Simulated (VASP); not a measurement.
# PbF2 (Fm-3m) in VASP: further runs

PbF2 is run at these levels: PBE, r2SCAN; tasks: single point.

Program: VASP 6.6.1. These are calculated values, not measurements. Logs are shortened: lines on timing, memory, paths and dates and some standing lists are left out, and cuts for length are marked.

### 1 The cell of the first run

The structure is cubic, space group Fm-3m (No. 225). The conventional cell has a = 5.921 Å, b = 5.921 Å, c = 5.921 Å, α = 90.00°, β = 90.00°, γ = 90.00°. Pb (site symmetry m-3m) has 8 F at 2.56 Å within 3.4 Å. Within 3.4 Å of F (site symmetry -43m) lie 4 Pb at 2.56 Å and 6 F at 2.96 Å.

### 2 Single point, PBE

INCAR reads:

```
PREC     = Accurate       # precision mode
ENCUT    = 520            # plane-wave cutoff, eV
EDIFF    = 1E-6           # SCF threshold, eV
ISMEAR   = 0              # smearing method
SIGMA    = 0.01           # smearing width, eV
LREAL    = F              # projectors in reciprocal space
LASPH    = T              # aspherical terms in the spheres
NELM     = 60             # most SCF steps
ALGO     = Normal         # electronic algorithm
ISIF     = 2              # what is computed and relaxed
LWAVE    = F              # write WAVECAR
LCHARG   = F              # write CHGCAR
GGA      = PE             # functional
NBANDS   = 21             # bands
```

KPOINTS reads:

```
Automatic mesh
0
Gamma
  4 4 4
```

POSCAR reads:

```
PbF2
1.0
    0.0000000000      2.9604381111      2.9604381111
    2.9604381111      0.0000000000      2.9604381111
    2.9604381111      2.9604381111      0.0000000000
Pb F
1 2
Direct
    0.0000000000      0.0000000000      0.0000000000
    0.2500000000      0.2500000000      0.2500000000
    0.7500000000      0.7500000000      0.7500000000
```

Potentials or basis: VASP PAW PBE potentials, release 64 (Pb_d, F).

Run with:

```sh
$ cat potpaw_PBE.64/Pb_d/POTCAR potpaw_PBE.64/F/POTCAR > POTCAR
$ mpirun -np 1 vasp_std > vasp.out
```

OUTCAR:

```text
PREC = Accurate
   ENCUT = 520
   EDIFF = 1E-6
   ISMEAR = 0
   LREAL = F
   LASPH = T
   NELM = 60
   ISIF = 2
   GGA = PE

 ion  position               nearest neighbor table
   1  0.000  0.000  0.000-   3 2.56   3 2.56   3 2.56   2 2.56   3 2.56   2 2.56   2 2.56   2 2.56

   2  0.250  0.250  0.250-   1 2.56   1 2.56   1 2.56   1 2.56
   3  0.750  0.750  0.750-   1 2.56   1 2.56   1 2.56   1 2.56

  LATTYP: Found a face centered cubic cell.
 ALAT       =     5.9208762222

  Lattice vectors:

 A1 = (   0.0000000000,   2.9604381111,   2.9604381111)
 A2 = (   2.9604381111,   0.0000000000,   2.9604381111)
 A3 = (   2.9604381111,   2.9604381111,   0.0000000000)

Analysis of symmetry for initial positions (statically):
=====================================================================
 Subroutine PRICEL returns:
 Original cell was already a primitive cell.

 Routine SETGRP: Setting up the symmetry group for a
 face centered cubic supercell.

 Subroutine GETGRP returns: Found 48 space group operations
 (whereof 48 operations were pure point group operations)
 out of a pool of 48 trial point group operations.

The static configuration has the point symmetry O_h .

Analysis of symmetry for dynamics (positions and initial velocities):
=====================================================================
 Subroutine PRICEL returns:
 Original cell was already a primitive cell.

 Routine SETGRP: Setting up the symmetry group for a
 face centered cubic supercell.

 Subroutine GETGRP returns: Found 48 space group operations
 (whereof 48 operations were pure point group operations)
 out of a pool of 48 trial point group operations.

The dynamic configuration has the point symmetry O_h .

 Subroutine INISYM returns: Found 48 space group operations
 (whereof 48 operations are pure point group operations),
 and found     1 'primitive' translations

----------------------------------------------------------------------------------------

                                     Primitive cell

  volume of cell :      51.8917

  direct lattice vectors                    reciprocal lattice vectors
     0.000000000  2.960438111  2.960438111    -0.168893921  0.168893921  0.168893921
     2.960438111  0.000000000  2.960438111     0.168893921 -0.168893921  0.168893921
     2.960438111  2.960438111  0.000000000     0.168893921  0.168893921 -0.168893921

[... 64 lines left out ...]
   LSORBIT =      F    spin-orbit coupling
   LASPH  =      T    aspherical Exc in radial PAW
   ENCUT  =  520.0 eV  38.22 Ry    6.18 a.u.   7.78  7.78  7.78*2*pi/ulx,y,z
   NELM   =     60;   NELMIN=  2; NELMDL= -5     # of ELM steps
   EDIFF  = 0.1E-05   stopping-criterion for ELM
   LREAL  =      F    real-space projection
   EDIFFG = 0.1E-04   stopping-criterion for IOM
   NSW    =      0    number of steps for IOM
   IBRION =     -1    ionic relax: 0-MD 1-quasi-New 2-CG
   NFREE  =      0    steps in history (QN), initial steepest desc. (CG)
   ISIF   =      2    stress and relaxation
   ISYM   =      2    0-nonsym 1-usesym 2-fastsym
   POTIM  = 0.5000    time-step for ionic-motion
   TEBEG  =    0.0;   TEEND  =   0.0 temperature during run
   PSTRESS=    0.0 pullay stress
   NELECT =      28.0000    total number of electrons
   NUPDOWN=      -1.0000    fix difference up-down
   EMIN   =  10.00;   EMAX   =-10.00  energy-range for DOS
   EFERMI =   0.00;   METHOD = LEGACY
   ISMEAR =     0;   SIGMA  =   0.01  broadening in eV -4-tet -1-fermi 0-gaus
   EFERMI_NEDOS =   21; number of points for ismear=-14 and -15
   IALGO  =     38    algorithm
   IMIX   =      4    mixing-type and parameters
     AMIX     =   0.40;   BMIX     =  1.00
     AMIX_MAG =   1.60;   BMIX_MAG =  1.00
  volume/ion in A,a.u.               =      17.30       116.73
  Fermi-wavevector in a.u.,A,eV,Ry     =   1.332789  2.518607 24.168403  1.776328
  Thomas-Fermi vector in A             =   2.461697
   LORBIT       =      0    0 simple, 1 ext, 2 COOP (PROOUT), +10 PAW based schemes
   GGA     = PE    functional components
   LHFCALC =     F    Hartree Fock is set to
   AEXX    =    0.0000 exact exchange contribution
   IVDW    =     0    specifies the selected vdW correction
   LEPSILON=     F    determine dielectric tensor
   LRPA    =     F    only Hartree local field effects (RPA)
 non-spin polarized calculation
 Gauss-broadening in eV      SIGMA  =   0.01
  energy-cutoff  :      520.00
  volume of cell :       51.89
 maximum number of plane-waves:      1411
   NGX = 15   NGY = 15   NGZ = 15

 number of electron      28.0000003 magnetization

 Free energy of the ion-electron system (eV)
  ---------------------------------------------------
  ext. energy  EPLUGINS =         0.00000000
  ---------------------------------------------------
  free energy    TOTEN  =       -14.33074083 eV

  energy without entropy =      -14.33074083  energy(sigma->0) =      -14.33074083

 E-fermi :   2.0105     XC(G=0):  -9.4226

 val. band max:        1.9302057172   @ k =  -0.2500   0.5000   0.2500
 cond. band min:       6.3453643675   @ k =   0.5000   0.5000   0.0000
 fundamental gap:      4.4151586502
 Fermi energy:         2.0105378067

 k-point     1 :       0.0000    0.0000    0.0000
  band No.  band energies     occupation
      1     -19.1950      2.00000
      2     -18.5683      2.00000
      3     -12.5115      2.00000
      4     -12.5115      2.00000
      5     -12.5115      2.00000
      6     -12.4534      2.00000
[... 181 lines left out ...]
     20      18.1226      0.00000
     21      18.1226      0.00000

------------------------ aborting loop because EDIFF is reached ----------------------------------------

  FORCE on cell =-STRESS in cart. coord.  units (eV):
  Direction    XX          YY          ZZ          XY          YZ          ZX
  --------------------------------------------------------------------------------------
  -------------------------------------------------------------------------------------
  Total        0.8878570      0.8878570      0.8878570      0.0000000      0.0000000     -0.0000000
  in kB       27.4129420     27.4129420     27.4129420      0.0000000      0.0000000     -0.0000000
  external PRESSURE =      27.4129420 kB  Pullay stress =       0.0000000 kB

 VOLUME and BASIS-vectors are now :
 -----------------------------------------------------------------------------
  energy-cutoff  :      520.00
  volume of cell :       51.89
      direct lattice vectors                 reciprocal lattice vectors
     0.000000000  2.960438111  2.960438111    -0.168893921  0.168893921  0.168893921
     2.960438111  0.000000000  2.960438111     0.168893921 -0.168893921  0.168893921
     2.960438111  2.960438111  0.000000000     0.168893921  0.168893921 -0.168893921

 POSITION                                       TOTAL-FORCE (eV/Angst)
 -----------------------------------------------------------------------------------
      0.00000      0.00000      0.00000        -0.000000      0.000000      0.000000
      1.48022      1.48022      1.48022         0.000000      0.000000      0.000000
      4.44066      4.44066      4.44066        -0.000000     -0.000000     -0.000000
 -----------------------------------------------------------------------------------
    total drift:                                0.000000     -0.000000      0.000000

  FREE ENERGIE OF THE ION-ELECTRON SYSTEM (eV)
  ---------------------------------------------------
  free  energy   TOTEN  =       -14.3307408282 eV

  energy  without entropy=      -14.3307408282  energy(sigma->0) =      -14.33074083
```

OSZICAR:

```text
N       E                     dE             d eps       ncg     rms          rms(c)
DAV:   1     0.300482753834E+03    0.30048E+03   -0.14536E+04   336   0.149E+03
DAV:   2     0.133173553049E+02   -0.28717E+03   -0.26653E+03   351   0.430E+02
DAV:   3    -0.153897013735E+02   -0.28707E+02   -0.28280E+02   391   0.143E+02
DAV:   4    -0.162309631311E+02   -0.84126E+00   -0.84052E+00   376   0.261E+01
DAV:   5    -0.162588462169E+02   -0.27883E-01   -0.27882E-01   441   0.486E+00    0.800E+00
DAV:   6    -0.143356211178E+02    0.19232E+01   -0.85764E+00   451   0.232E+01    0.264E+00
DAV:   7    -0.143353668018E+02    0.25432E-03   -0.44969E-01   336   0.408E+00    0.156E+00
DAV:   8    -0.143331810259E+02    0.21858E-02   -0.10223E-01   346   0.353E+00    0.558E-01
DAV:   9    -0.143295970304E+02    0.35840E-02   -0.19488E-02   442   0.107E+00    0.103E-01
DAV:  10    -0.143307416126E+02   -0.11446E-02   -0.14877E-03   341   0.319E-01    0.327E-02
DAV:  11    -0.143307312749E+02    0.10338E-04   -0.12054E-04   387   0.935E-02    0.919E-03
DAV:  12    -0.143307418181E+02   -0.10543E-04   -0.22218E-05   346   0.364E-02    0.779E-03
DAV:  13    -0.143307407676E+02    0.10505E-05   -0.62582E-06   364   0.236E-02    0.611E-04
DAV:  14    -0.143307408282E+02   -0.60602E-07   -0.42530E-07   233   0.511E-03
   1 F= -.14330741E+02 E0= -.14330741E+02  d E =-.498094E-31
```

Run time: 5.4 s. Hardware: 1 thread of Intel Xeon 6975P-C (Granite Rapids), shared host; peak memory 0.17 GiB.

Results:

```
Free energy            : -14.3307 eV
Pressure               : 2.7 GPa
Band gap on the k mesh : 4.42 eV (least direct gap 4.56 eV)
```

Levels at points of the mesh, in eV from the valence-band top:
```tsv
k point	band 12	band 13	band 14	band 15	band 16	band 17
(0.00, 0.00, 0.00)	-2.00	-2.00	-2.00	6.78	6.78	6.78
(0.50, 0.00, 0.00)	-2.17	-2.17	-0.03	5.03	7.68	7.68
(0.50, 0.50, 0.00)	-1.57	-1.57	-0.15	4.42	7.91	7.91
```

Caveat: the k points lie up to 0.46 Å⁻¹ apart; spin-orbit coupling is left out, which moves the levels of the heavy elements.

(Part 1 of 2 ends here.)
